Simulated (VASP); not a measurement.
# BeSe3 (P-42_1m) in VASP: further runs

Runs on BeSe3. Level: PBE. Tasks: relaxation of cell and atoms, single point.

Program: VASP 6.6.1. These are calculated values, not measurements. Logs are shortened: lines on timing, memory, paths and dates and some standing lists are left out, and cuts for length are marked.

## (1) The cell of the first run

It takes space group P-42_1m (No. 113, tetragonal). The conventional cell has a = 5.100 Å, b = 5.100 Å, c = 6.750 Å, α = 90.00°, β = 90.00°, γ = 90.00°. Be (site symmetry -4) has 4 Se at 2.21 Å within 2.9 Å. Within 2.9 Å of Se (site symmetry m) lie 2 Be at 2.21 Å and 1 Se at 2.34 Å. Within 3.1 Å of Se (site symmetry 2mm) lie 2 Se at 2.34 Å.

## (2) Relaxation of cell and atoms, PBE

Contents of INCAR:

```
SYSTEM = BeSe3
  ALGO = Normal
  EDIFF = 1E-6
  EDIFFG = -0.08
  ENCUT = 600
  GGA = PE
  IBRION = 2
  ISIF = 3
  ISMEAR = 0
  LASPH = .True.
  LCHARG = .False.
  LREAL = .False.
  LWAVE = .False.
  NELM = 60
  NSW = 36
  PREC = Accurate
  SIGMA = 0.2
```

Contents of KPOINTS:

```
k-points
0
Gamma
  3 3 3
  0 0 0
```

Contents of POSCAR:

```
BeSe3
1.0
    5.1000000000      0.0000000000      0.0000000000
    0.0000000000      5.1000000000      0.0000000000
    0.0000000000      0.0000000000      6.7500000000
Be Se
2 6
Direct
    0.0000000000      0.0000000000      0.0000000000
    0.5000000000      0.5000000000      0.0000000000
    0.2500000000      0.7500000000      0.8100000000
    0.7500000000      0.2500000000      0.8100000000
    0.2500000000      0.2500000000      0.1900000000
    0.7500000000      0.7500000000      0.1900000000
    0.5000000000      0.0000000000      0.4100000000
    0.0000000000      0.5000000000      0.5900000000
```

Potentials or basis: VASP PAW PBE potentials, release 64 (Be, Se).

Started as:

```bash
> cat potpaw_PBE.64/Be/POTCAR potpaw_PBE.64/Se/POTCAR > POTCAR
> mpirun -np 1 vasp_std > vasp.out
```

OUTCAR:

```text
SYSTEM = BeSe3
   EDIFF = 1E-6
   EDIFFG = -0.08
   ENCUT = 600
   GGA = PE
   IBRION = 2
   ISIF = 3
   ISMEAR = 0
   LASPH = .True.
   LREAL = .False.
   NELM = 60
   NSW = 36
   PREC = Accurate

 ion  position               nearest neighbor table
   1  0.000  0.000  0.000-   3 2.21   4 2.21   5 2.21   6 2.21
   2  0.500  0.500  0.000-   3 2.21   4 2.21   5 2.21   6 2.21
   3  0.250  0.750  0.810-   1 2.21   2 2.21   8 2.34
   4  0.750  0.250  0.810-   1 2.21   2 2.21   8 2.34
   5  0.250  0.250  0.190-   1 2.21   2 2.21   7 2.34
   6  0.750  0.750  0.190-   1 2.21   2 2.21   7 2.34
   7  0.500  0.000  0.410-   5 2.34   6 2.34
   8  0.000  0.500  0.590-   3 2.34   4 2.34

  LATTYP: Found a simple tetragonal cell.
 ALAT       =     5.1000000000
 C/A-ratio  =     1.3235294118

  Lattice vectors:

 A1 = (   5.1000000000,   0.0000000000,   0.0000000000)
 A2 = (   0.0000000000,   5.1000000000,   0.0000000000)
 A3 = (   0.0000000000,   0.0000000000,   6.7500000000)

Analysis of symmetry for initial positions (statically):
=====================================================================
 Subroutine PRICEL returns:
 Original cell was already a primitive cell.

 Routine SETGRP: Setting up the symmetry group for a
 simple tetragonal supercell.

 Subroutine GETGRP returns: Found  8 space group operations
 (whereof  4 operations were pure point group operations)
 out of a pool of 16 trial point group operations.

The static configuration has the point symmetry S_4 .
 The point group associated with its full space group is D_2d.

Analysis of symmetry for dynamics (positions and initial velocities):
=====================================================================
 Subroutine PRICEL returns:
 Original cell was already a primitive cell.

 Routine SETGRP: Setting up the symmetry group for a
 simple tetragonal supercell.

 Subroutine GETGRP returns: Found  8 space group operations
 (whereof  4 operations were pure point group operations)
 out of a pool of 16 trial point group operations.

The dynamic configuration has the point symmetry S_4 .
 The point group associated with its full space group is D_2d.

 Subroutine INISYM returns: Found  8 space group operations
 (whereof  4 operations are pure point group operations),
 and found     1 'primitive' translations

----------------------------------------------------------------------------------------

                                     Primitive cell

  volume of cell :     175.5675

  direct lattice vectors                    reciprocal lattice vectors
     5.100000000  0.000000000  0.000000000     0.196078431  0.000000000  0.000000000
     0.000000000  5.100000000  0.000000000     0.000000000  0.196078431  0.000000000
     0.000000000  0.000000000  6.750000000     0.000000000  0.000000000  0.148148148

  length of vectors
     5.100000000  5.100000000  6.750000000     0.196078431  0.196078431  0.148148148

  position of ions in fractional coordinates (direct lattice)
     0.000000000  0.000000000  0.000000000
     0.500000000  0.500000000  0.000000000
     0.250000000  0.750000000  0.810000000
     0.750000000  0.250000000  0.810000000
     0.250000000  0.250000000  0.190000000
     0.750000000  0.750000000  0.190000000
     0.500000000  0.000000000  0.410000000
     0.000000000  0.500000000  0.590000000

  ion indices of the primitive-cell ions
   primitive index   ion index
                 1           1
                 2           2
                 3           3
                 4           4
                 5           5
                 6           6
                 7           7
                 8           8

----------------------------------------------------------------------------------------

 KPOINTS: k-points

Automatic generation of k-mesh.
 Grid dimensions read from file:
 generate k-points for:    3    3    3

 Generating k-lattice:

  Cartesian coordinates                     Fractional coordinates (reciprocal lattice)
     0.065359477  0.000000000  0.000000000     0.333333333  0.000000000  0.000000000
[... 43 lines left out ...]
   EFERMI_NEDOS =   21; number of points for ismear=-14 and -15
   IALGO  =     38    algorithm
   IMIX   =      4    mixing-type and parameters
     AMIX     =   0.40;   BMIX     =  1.00
     AMIX_MAG =   1.60;   BMIX_MAG =  1.00
  volume/ion in A,a.u.               =      21.95       148.10
  Fermi-wavevector in a.u.,A,eV,Ry     =   0.999877  1.889494 13.602492  0.999755
  Thomas-Fermi vector in A             =   2.132197
   LORBIT       =      0    0 simple, 1 ext, 2 COOP (PROOUT), +10 PAW based schemes
   GGA     = PE    functional components
   LHFCALC =     F    Hartree Fock is set to
   AEXX    =    0.0000 exact exchange contribution
   IVDW    =     0    specifies the selected vdW correction
   LEPSILON=     F    determine dielectric tensor
   LRPA    =     F    only Hartree local field effects (RPA)
 conjugate gradient relaxation of ions
 non-spin polarized calculation
 Gauss-broadening in eV      SIGMA  =   0.20
  energy-cutoff  :      600.00
  volume of cell :      175.57
 maximum number of plane-waves:      5878
 NGX is ok and might be reduce to    42
   NGX = 21   NGY = 21   NGZ = 27

--------------------------------------- Ionic step        1  -------------------------------------------

 number of electron      40.0000006 magnetization

 Free energy of the ion-electron system (eV)
  ---------------------------------------------------
  ext. energy  EPLUGINS =         0.00000000
  ---------------------------------------------------
  free energy    TOTEN  =       -30.37785151 eV

  energy without entropy =      -30.37784573  energy(sigma->0) =      -30.37784862

------------------------ aborting loop because EDIFF is reached ----------------------------------------

  FORCE on cell =-STRESS in cart. coord.  units (eV):
  Direction    XX          YY          ZZ          XY          YZ          ZX
  --------------------------------------------------------------------------------------
  -------------------------------------------------------------------------------------
  Total        5.1628161      5.1628161      6.9475613      0.0000000      0.0000000      0.0000000
  in kB       47.1143402     47.1143402     63.4013997      0.0000000      0.0000000      0.0000000
  external PRESSURE =      52.5433601 kB  Pullay stress =       0.0000000 kB
[... 107 lines left out ...]
  FREE ENERGIE OF THE ION-ELECTRON SYSTEM (eV)
  ---------------------------------------------------
  free  energy   TOTEN  =       -30.6813497500 eV

  energy  without entropy=      -30.6813116544  energy(sigma->0) =      -30.68133070

[... ionic steps 4 to 7 ...]

--------------------------------------- Ionic step        8  -------------------------------------------

 number of electron      39.9999996 magnetization

------------------------ aborting loop because EDIFF is reached ----------------------------------------

  FORCE on cell =-STRESS in cart. coord.  units (eV):
  Direction    XX          YY          ZZ          XY          YZ          ZX
  --------------------------------------------------------------------------------------
  -------------------------------------------------------------------------------------
  Total       -1.9488015     -1.9488015     -0.2657748      0.0000000      0.0000000      0.0000000
  in kB      -15.0120442    -15.0120442     -2.0473214      0.0000000      0.0000000      0.0000000
  external PRESSURE =     -10.6904699 kB  Pullay stress =       0.0000000 kB
[... 69 lines left out ...]
  energy  without entropy=      -31.0938084815  energy(sigma->0) =      -31.09386075

--------------------------------------- Ionic step       10  -------------------------------------------

 number of electron      39.9999992 magnetization

 Free energy of the ion-electron system (eV)
  ---------------------------------------------------
  ext. energy  EPLUGINS =         0.00000000
  ---------------------------------------------------
  free energy    TOTEN  =       -31.12400698 eV

  energy without entropy =      -31.12391482  energy(sigma->0) =      -31.12396090

 E-fermi :   2.0358     XC(G=0):  -8.2948

 val. band max:        1.5511132547   @ k =   0.0000   0.0000   0.3333
 cond. band min:       2.4931133280   @ k =   0.0000   0.0000   0.3333
 fundamental gap:      0.9420000733
 Fermi energy:         2.0358475352

 k-point     1 :       0.0000    0.0000    0.0000
  band No.  band energies     occupation
      1     -13.1115      2.00000
      2     -12.6033      2.00000
      3     -10.8674      2.00000
      4     -10.8674      2.00000
      5      -9.7161      2.00000
      6      -9.0392      2.00000
[... 192 lines left out ...]
  FREE ENERGIE OF THE ION-ELECTRON SYSTEM (eV)
  ---------------------------------------------------
  free  energy   TOTEN  =       -31.1240069774 eV

  energy  without entropy=      -31.1239148248  energy(sigma->0) =      -31.12396090

 reached required accuracy - stopping structural energy minimisation
```

Run time: 7 min. Hardware: 1 thread of Intel Xeon 8259CL, shared host; peak memory 0.31 GiB.

What came out:

```
Free energy                           : -31.1240 eV
Relaxed volume                        : 25.71 Å³/atom
Relaxed cell                          : a = 5.257 Å, b = 5.257 Å, c = 7.443 Å, α = 90.00°, β = 90.00°, γ = 90.00°
Space group after relaxing (to 0.1 Å) : P-42_1m (No. 113)
Energy gained by relaxing             : 93.3 meV/atom
Ionic steps                           : 10
Pressure after relaxing               : -0.1 GPa
Largest force after relaxing          : 0.070 eV/Å
Band gap on the k mesh                : 0.94 eV
```

Forces in eV/Å, atoms in the order of the input:
```
Be   0.000  0.000  0.000
Be   0.000  0.000  0.000
Se   0.027  0.027  0.058
Se  -0.027 -0.027  0.058
Se  -0.027  0.027 -0.058
Se   0.027 -0.027 -0.058
Se   0.000  0.000  0.006
Se   0.000  0.000 -0.006
```

The path:
```
step  energy change (eV)  largest force (eV/Å)  pressure (GPa)  volume (Å³)
   1              0.0000                1.1241            5.25       175.57
   2             -0.2729                1.4093           -1.93       194.49
   3             -0.3035                1.1503           -0.45       189.52
   4             -0.4278                0.9430           -0.31       190.99
   5             -0.6516                0.2757            0.37       195.46
   6             -0.4768                1.1277            2.52       204.60
   7             -0.6820                0.1555            0.97       198.12
   8             -0.7116                0.2404           -1.07       207.99
   9             -0.7161                0.1336           -0.55       205.24
  10             -0.7462                0.0698           -0.08       205.69
```

Final structure:
```cif
data_structure
_symmetry_space_group_name_H-M 'P 1'
_symmetry_Int_Tables_number 1
_cell_length_a 5.2570
_cell_length_b 5.2570
_cell_length_c 7.4431
_cell_angle_alpha 90.000
_cell_angle_beta 90.000
_cell_angle_gamma 90.000
_cell_volume 205.69
loop_
_atom_site_label
_atom_site_type_symbol
_atom_site_fract_x
_atom_site_fract_y
_atom_site_fract_z
_atom_site_occupancy
Be1 Be 0.00000 0.00000 0.00000 1
Be2 Be 0.50000 0.50000 0.00000 1
Se1 Se 0.26131 0.76131 0.83138 1
Se2 Se 0.73869 0.23869 0.83138 1
Se3 Se 0.23869 0.26131 0.16862 1
Se4 Se 0.76131 0.73869 0.16862 1
Se5 Se 0.50000 0.00000 0.35477 1
Se6 Se 0.00000 0.50000 0.64523 1
```

Caveat: the volume moved by over 15 % at a fixed basis, so the end points are rough; the relaxation stopped at a loose force limit of 0.08 eV/Å, so its end isn't a converged minimum.

## (3) Single point, PBE

This run uses another cell than the first one, of 25.93 Å³/atom.

Contents of INCAR:

```
SYSTEM = BeSe3
PREC = Accurate
ENCUT = 520
EDIFF = 1E-6
ISMEAR = 0
SIGMA = 0.02
LREAL = .False.
LASPH = .True.
NELM = 60
ALGO = Normal
ISIF = 2
LWAVE = .False.
LCHARG = .True.
GGA = PE
LELF = .True.
LVHAR = .True.
NBANDS = 30
```

Contents of KPOINTS:

```
regular mesh
0
Gamma
  6 6 4
  0 0 0
```

Contents of POSCAR:

```
BeSe3
1.0
    5.2203964251      0.0000000000      0.0000000000
    0.0000000000      5.2203964251      0.0000000000
    0.0000000000      0.0000000000      7.6112479369
Be Se
2 6
Direct
    0.0000000000      0.0000000000      0.0000000000
    0.5000000000      0.5000000000      0.0000000000
    0.2637019260      0.7637019260      0.8345546709
    0.7362980740      0.2362980740      0.8345546709
    0.2362980740      0.2637019260      0.1654453291
    0.7637019260      0.7362980740      0.1654453291
    0.5000000000      0.0000000000      0.3469840383
    0.0000000000      0.5000000000      0.6530159617
```

Potentials or basis: VASP PAW PBE potentials, release 64 (Be, Se).

Started as:

```bash
> cat potpaw_PBE.64/Be/POTCAR potpaw_PBE.64/Se/POTCAR > POTCAR
> mpirun -np 1 vasp_std > vasp.out
```

Wall time 99 s (1 thread of Intel Xeon 6975P-C (Granite Rapids), shared host); peak memory 0.37 GiB.

It converged, with:

| Quantity | Value |
| --- | --- |
| Free energy | -31.1443 eV |
| Pressure | 0.1 GPa |
| Largest force | 0.025 eV/Å |
| Band gap on the k mesh | 0.68 eV |

Forces on the atoms (eV/Å):
```
Be   0.000  0.000  0.000
Be   0.000  0.000  0.000
Se   0.012  0.012  0.001
Se  -0.012 -0.012  0.001
Se  -0.012  0.012 -0.001
Se   0.012 -0.012 -0.001
Se   0.000  0.000  0.025
Se   0.000  0.000 -0.025
```

Levels at points of the mesh, in eV from the valence-band top:
| k point | band 17 | band 18 | band 19 | band 20 | band 21 | band 22 | band 23 | band 24 |
| --- | --- | --- | --- | --- | --- | --- | --- | --- |
| (0.00, 0.00, 0.00) | -1.37 | -1.26 | -0.20 | -0.20 | 1.41 | 1.70 | 2.45 | 2.45 |
| (0.50, 0.00, 0.00) | -1.62 | -1.62 | -0.48 | -0.48 | 2.07 | 2.07 | 3.01 | 3.01 |
| (0.50, 0.50, 0.00) | -1.13 | -1.13 | -0.01 | -0.01 | 1.37 | 1.37 | 2.99 | 2.99 |
| (0.00, 0.00, 0.50) | -1.52 | -0.71 | 0.00 | 0.00 | 0.68 | 1.62 | 2.48 | 2.48 |
| (0.50, 0.00, 0.50) | -1.52 | -1.52 | -0.44 | -0.44 | 2.13 | 2.13 | 3.02 | 3.02 |
| (0.50, 0.50, 0.50) | -0.96 | -0.96 | -0.42 | -0.42 | 1.87 | 1.87 | 2.92 | 2.92 |

Caveat: semilocal functionals underestimate gaps, and a narrow one can read as zero. A k mesh can miss the band edges.

## (4) Relaxation of cell and atoms, PBE

This run uses another cell than the first one, of 25.78 Å³/atom.

Contents of INCAR:

```
SYSTEM = BeSe3
ALGO = Normal
EDIFF = 1E-6
EDIFFG = -0.01
ENCUT = 600
GGA = PE
IBRION = 2
ISIF = 3
ISMEAR = 0
LASPH = .TRUE.
LCHARG = .FALSE.
LREAL = .FALSE.
LWAVE = .FALSE.
NELM = 80
NSW = 100
PREC = Accurate
SIGMA = 0.02
```

Contents of KPOINTS:

```
k-points
0
G
  6 6 4
  0 0 0
```

Contents of POSCAR:

```
BeSe3
1.0
    5.2563785599      0.0000000000      0.0000000000
    0.0000000000      5.2563785599      0.0000000000
    0.0000000000      0.0000000000      7.4657176907
Be Se
2 6
Direct
    0.0000000000      0.0000000000      0.0000000000
    0.5000000000      0.5000000000      0.0000000000
    0.2627903563      0.7627903563      0.8328256945
    0.7372096437      0.2372096437      0.8328256945
    0.2372096437      0.2627903563      0.1671743055
    0.7627903563      0.7372096437      0.1671743055
    0.5000000000      0.0000000000      0.3510944481
    0.0000000000      0.5000000000      0.6489055519
```

Started as:

```bash
> cat potpaw_PBE.64/Be/POTCAR potpaw_PBE.64/Se/POTCAR > POTCAR
> mpirun -np 1 vasp_std > vasp.out
```

Run time: 14 min. Hardware: 1 thread of Oxide Virtual Turin-like, shared host; peak memory 0.39 GiB.

It converged, with:

| Quantity | Value |
| --- | --- |
| Free energy | -31.1447 eV |
| Relaxed volume | 25.89 Å³/atom |
| Relaxed cell | a = 5.222 Å, b = 5.222 Å, c = 7.596 Å, α = 90.00°, β = 90.00°, γ = 90.00° |
| Space group after relaxing (to 0.1 Å) | P-42_1m (No. 113) |
| Energy gained by relaxing | 0.8 meV/atom |
| Ionic steps | 13 |
| Pressure after relaxing | 0.0 GPa |
| Band gap on the k mesh | 0.68 eV |

Step by step:
```
step  energy change (eV)  largest force (eV/Å)  pressure (GPa)  volume (Å³)
   1              0.0000                0.0514           -0.01       206.27
   2             -0.0028                0.0096           -0.04       206.20
   3             -0.0045                0.0595           -0.08       206.08
   4             -0.0048                0.0340            0.09       205.58
   5             -0.0048                0.0276            0.06       205.68
   6             -0.0051                0.0238            0.04       205.79
   7             -0.0056                0.0303            0.00       206.11
   8             -0.0058                0.0210           -0.01       206.19
   9             -0.0058                0.0238           -0.01       206.21
  10             -0.0059                0.0065            0.07       206.17
  11             -0.0059                0.0066            0.07       206.17
  12             -0.0060                0.0049            0.06       206.41
  13             -0.0063                0.0015            0.02       207.11
```

Final structure:
```xyz
8
Lattice="5.2216 0.0000 0.0000 0.0000 5.2216 0.0000 0.0000 0.0000 7.5962" Properties=species:S:1:pos:R:3 pbc="T T T"
Be    0.0000    0.0000    0.0000
Be    2.6108    2.6108    0.0000
Se    1.3778    3.9887    6.3357
Se    3.8438    1.2330    6.3357
Se    1.2330    1.3778    1.2604
Se    3.9887    3.8438    1.2604
Se    2.6108    0.0000    2.6436
Se    0.0000    2.6108    4.9526
```

Levels at points of the mesh, in eV from the valence-band top:
```csv
k point,band 16,band 17,band 18,band 19,band 20,band 21,band 22,band 23,band 24,band 25
"(0.00, 0.00, 0.00)",-1.36,-1.36,-1.27,-0.21,-0.21,1.40,1.69,2.44,2.44,3.23
"(0.50, 0.00, 0.00)",-1.78,-1.62,-1.62,-0.48,-0.48,2.06,2.06,3.00,3.00,5.79
"(0.50, 0.50, 0.00)",-1.53,-1.13,-1.13,-0.01,-0.01,1.36,1.36,2.98,2.98,4.64
"(0.00, 0.00, 0.50)",-1.52,-1.52,-0.70,0.00,0.00,0.68,1.60,2.47,2.47,3.25
"(0.50, 0.00, 0.50)",-1.80,-1.52,-1.52,-0.44,-0.44,2.12,2.12,3.01,3.01,5.27
"(0.50, 0.50, 0.50)",-1.53,-0.95,-0.95,-0.42,-0.42,1.86,1.86,2.91,2.91,4.68
```

Caveat: semilocal functionals underestimate gaps, and a narrow one can read as zero. A k mesh can miss the band edges.

## (5) The runs side by side

| task | cell | k mesh | cutoff (eV) | smearing | gap on the mesh (eV) | pressure (GPa) | relaxed volume (Å³/atom) | largest force (eV/Å) |
| --- | --- | --- | --- | --- | --- | --- | --- | --- |
| relaxation of cell and atoms | relaxed from a = 5.100, b = 5.100, c = 6.750 Å, 8 atoms, atomic positions A | 3 × 3 × 3 | 600 | gaussian 0.2 eV | 0.94 | -0.1 | 25.71 | 0.07 |
| single point | a = 5.220, b = 5.220, c = 7.611 Å, 8 atoms, atomic positions B | 6 × 6 × 4 | 520 | gaussian 0.02 eV | 0.68 | 0.1 | - | 0.03 |
| relaxation of cell and atoms | relaxed from a = 5.256, b = 5.256, c = 7.466 Å, 8 atoms, atomic positions C | 6 × 6 × 4 | 600 | gaussian 0.02 eV | 0.68 | 0.0 | 25.89 | - |

Alike in all rows: level PBE; potentials or basis VASP PAW PBE potentials, release 64 (Be, Se); no spin polarisation.

Caveats: semilocal functionals underestimate gaps, and a narrow one can read as zero (at least some runs); the volume moved by over 15 % at a fixed basis, so the end points are rough (at least some runs); the relaxation stopped at a loose force limit of 0.08 eV/Å, so its end isn't a converged minimum (at least some runs).

Absolute energies hang on the potentials; compare differences alone.
